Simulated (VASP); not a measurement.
The system is La3YO6.

```
La Y O
1.0
     3.88002    0.00000    0.00000
    -1.94001    3.36019    0.00000
     0.00000    0.00000   12.22727
La Y O
3 1 6
Direct
  0.66667 0.33333 0.87256
  0.33333 0.66667 0.12773
  0.33333 0.66667 0.61158
  0.66667 0.33333 0.37139
  0.66667 0.33333 0.18878
  0.66667 0.33333 0.67270
  0.33333 0.66667 0.33285
  0.33333 0.66667 0.82115
  0.00000 0.00000 0.00762
  0.00000 0.00000 0.49363
```

Program: VASP 6.6.1. Alike in all runs: task single point; potentials or basis VASP PAW PBE potentials, release 64 (La, Y_sv, O); no spin polarisation; cell as given; k mesh 6 × 6 × 2; cutoff (eV) 520; smearing gaussian 0.02 eV.

Task: Order these runs on this cell by their pressure, lowest first.
A. level r2SCAN
B. level PBE
C. level PBEsol

Result: C (-5.1 GPa), A (-1.9 GPa), B (-0.3 GPa).

Caveats: the PAW data sets were made with another functional, which shifts forces and pressure a little (at least some runs); the cell stands under tension (at least some runs).
